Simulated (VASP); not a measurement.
# TaC in VASP: further runs, part 2 of 2

VASP 6.6.1. The steps go on from the part before.

## (3) Relaxation of cell and atoms, PBE

This run uses another cell than the first one, of 12.91 Å³/atom, 1.152 times its volume.

INCAR

```
SYSTEM = TaC
  ALGO = Normal
  EDIFF = 1E-7
  EDIFFG = -0.08
  ENCUT = 600
  GGA = PE
  GGA_COMPAT = .False.
  IBRION = 2
  ISIF = 3
  ISMEAR = 0
  LASPH = .True.
  LCHARG = .False.
  LREAL = .False.
  LWAVE = .False.
  NELM = 120
  NELMIN = 4
  NSW = 36
  PREC = Accurate
  SIGMA = 0.2
```

KPOINTS

```
k-points
0
Gamma
  7 7 7
  0 0 0
```

POSCAR

```
TaC
1.0
    0.0000000000      2.3461161300      2.3461161300
    2.3461161300      0.0000000000      2.3461161300
    2.3461161300      2.3461161300      0.0000000000
Ta C
1 1
Direct
    0.5000000000      0.5000000000      0.5000000000
    0.0000000000      0.0000000000      0.0000000000
```

Potentials or basis: VASP PAW PBE potentials, release 64 (Ta_pv, C).

Launch:

```bash
$ cat potpaw_PBE.64/Ta_pv/POTCAR potpaw_PBE.64/C/POTCAR > POTCAR
$ mpirun -np 1 vasp_std > vasp.out
```

OUTCAR:

```text
SYSTEM = TaC
   EDIFF = 1E-7
   EDIFFG = -0.08
   ENCUT = 600
   GGA = PE
   IBRION = 2
   ISIF = 3
   ISMEAR = 0
   LASPH = .True.
   LREAL = .False.
   NELM = 120
   NELMIN = 4
   NSW = 36
   PREC = Accurate

 ion  position               nearest neighbor table
   1  0.500  0.500  0.500-   2 2.35   2 2.35   2 2.35   2 2.35   2 2.35   2 2.35
   2  0.000  0.000  0.000-   1 2.35   1 2.35   1 2.35   1 2.35   1 2.35   1 2.35

  LATTYP: Found a face centered cubic cell.
 ALAT       =     4.6922322600

  Lattice vectors:

 A1 = (   0.0000000000,   2.3461161300,   2.3461161300)
 A2 = (   2.3461161300,   0.0000000000,   2.3461161300)
 A3 = (   2.3461161300,   2.3461161300,   0.0000000000)

Analysis of symmetry for initial positions (statically):
=====================================================================
 Subroutine PRICEL returns:
 Original cell was already a primitive cell.

 Routine SETGRP: Setting up the symmetry group for a
 face centered cubic supercell.

 Subroutine GETGRP returns: Found 48 space group operations
 (whereof 48 operations were pure point group operations)
 out of a pool of 48 trial point group operations.

The static configuration has the point symmetry O_h .

Analysis of symmetry for dynamics (positions and initial velocities):
=====================================================================
 Subroutine PRICEL returns:
 Original cell was already a primitive cell.

 Routine SETGRP: Setting up the symmetry group for a
 face centered cubic supercell.

 Subroutine GETGRP returns: Found 48 space group operations
 (whereof 48 operations were pure point group operations)
 out of a pool of 48 trial point group operations.

The dynamic configuration has the point symmetry O_h .

 Subroutine INISYM returns: Found 48 space group operations
 (whereof 48 operations are pure point group operations),
 and found     1 'primitive' translations

----------------------------------------------------------------------------------------

                                     Primitive cell
[... 117 lines left out ...]
 conjugate gradient relaxation of ions
 non-spin polarized calculation
 Gauss-broadening in eV      SIGMA  =   0.20
  energy-cutoff  :      600.00
  volume of cell :       25.83
 maximum number of plane-waves:       881
   NGX = 13   NGY = 13   NGZ = 13

--------------------------------------- Ionic step        1  -------------------------------------------

 number of electron      15.0000001 magnetization

 Free energy of the ion-electron system (eV)
  ---------------------------------------------------
  ext. energy  EPLUGINS =         0.00000000
  ---------------------------------------------------
  free energy    TOTEN  =       -21.81211112 eV

  energy without entropy =      -21.80096228  energy(sigma->0) =      -21.80653670

------------------------ aborting loop because EDIFF is reached ----------------------------------------

  FORCE on cell =-STRESS in cart. coord.  units (eV):
  Direction    XX          YY          ZZ          XY          YZ          ZX
  --------------------------------------------------------------------------------------
  -------------------------------------------------------------------------------------
  Total       -5.4547834     -5.4547834     -5.4547834     -0.0000000     -0.0000000      0.0000000
  in kB     -338.3838116   -338.3838116   -338.3838116     -0.0000000     -0.0000000      0.0000000
  external PRESSURE =    -338.3838116 kB  Pullay stress =       0.0000000 kB
[... 23 lines left out ...]
--------------------------------------- Ionic step        2  -------------------------------------------

 number of electron      15.0000000 magnetization

 E-fermi :  11.3069     XC(G=0): -14.6703

 val. band max:       11.2736274323   @ k =  -0.4286   0.2857   0.0000
 cond. band min:      11.5865293776   @ k =   0.4286   0.1429   0.0000
 fundamental gap:      0.3129019453
 Fermi energy:        11.3068560867

 k-point     1 :       0.0000    0.0000    0.0000
  band No.  band energies     occupation
      1     -22.8998      2.00000
      2     -22.8998      2.00000
      3     -22.8998      2.00000
      4      -5.3079      2.00000
      5       9.3738      2.00000
      6       9.3738      2.00000
      7       9.3738      2.00000
      8      10.7070      1.99998
      9      10.7070      1.99998
     10      10.7070      1.99998
     11      12.2983      0.00000
[... 371 lines left out ...]
--------------------------------------- Ionic step        5  -------------------------------------------

 number of electron      15.0000001 magnetization

 Free energy of the ion-electron system (eV)
  ---------------------------------------------------
  ext. energy  EPLUGINS =         0.00000000
  ---------------------------------------------------
  free energy    TOTEN  =       -22.21657648 eV

  energy without entropy =      -22.20715408  energy(sigma->0) =      -22.21186528

 E-fermi :   8.2090     XC(G=0): -13.1229

 val. band max:        8.1802156085   @ k =  -0.4286   0.2857   0.0000
 cond. band min:       8.4770754137   @ k =   0.4286   0.1429   0.0000
 fundamental gap:      0.2968598052
 Fermi energy:         8.2090039235

 k-point     1 :       0.0000    0.0000    0.0000
  band No.  band energies     occupation
      1     -26.8754      2.00000
      2     -26.8754      2.00000
      3     -26.8754      2.00000
      4      -6.4664      2.00000
      5       6.9349      2.00000
      6       6.9349      2.00000
      7       6.9349      2.00000
      8       7.7781      1.99769
      9       7.7781      1.99769
     10       7.7781      1.99769
     11       8.8785      0.00000
[... 293 lines left out ...]
  FREE ENERGIE OF THE ION-ELECTRON SYSTEM (eV)
  ---------------------------------------------------
  free  energy   TOTEN  =       -22.2165764826 eV

  energy  without entropy=      -22.2071540765  energy(sigma->0) =      -22.21186528

 reached required accuracy - stopping structural energy minimisation
```

CONTCAR:

```text
TaC
   1.00000000000000
    -0.0000000000000000    2.2388382392407120    2.2388382392407120
     2.2388382392407120   -0.0000000000000000    2.2388382392407120
     2.2388382392407120    2.2388382392407120    0.0000000000000000
  Ta              C
     1     1
Direct
     0.5000000000000000    0.5000000000000000    0.5000000000000000
     0.0000000000000000    0.0000000000000000    0.0000000000000000

  0.00000000E+00  0.00000000E+00  0.00000000E+00
  0.00000000E+00  0.00000000E+00  0.00000000E+00
```

It took 16 s on 1 thread of AMD EPYC 9R45 (Zen 5), shared host; peak memory 0.14 GiB.

Results:

```yaml
Free_energy: -22.2166 eV
Relaxed_volume: 11.22 Å³/atom
Relaxed_cell: a = 3.166 Å, b = 3.166 Å, c = 3.166 Å, α = 60.00°, β = 60.00°, γ = 60.00°
Space_group_after_relaxing_to_0.05_Å: Fm-3m (No. 225)
Energy_gained_by_relaxing: 202.2 meV/atom
Ionic_steps: 5
Pressure_after_relaxing: 0.0 GPa
```

Step by step:
| step | energy change (eV) | largest force (eV/Å) | pressure (GPa) | volume (Å³) |
| --- | --- | --- | --- | --- |
| 1 | 0.0000 | 0.0000 | -33.84 | 25.83 |
| 2 | 1.8442 | 0.0000 | 166.27 | 16.92 |
| 3 | -0.4003 | 0.0000 | -4.29 | 22.75 |
| 4 | -0.4041 | 0.0000 | -1.32 | 22.54 |
| 5 | -0.4045 | 0.0000 | 0.01 | 22.44 |

Final structure:
```cif
data_structure
_symmetry_space_group_name_H-M 'P 1'
_symmetry_Int_Tables_number 1
_cell_length_a 3.1662
_cell_length_b 3.1662
_cell_length_c 3.1662
_cell_angle_alpha 60.000
_cell_angle_beta 60.000
_cell_angle_gamma 60.000
_cell_volume 22.44
loop_
_atom_site_label
_atom_site_type_symbol
_atom_site_fract_x
_atom_site_fract_y
_atom_site_fract_z
_atom_site_occupancy
Ta1 Ta 0.50000 0.50000 0.50000 1
C1 C 0.00000 0.00000 0.00000 1
```

Caveat: spin-orbit coupling is left out, which moves the levels of the heavy elements.
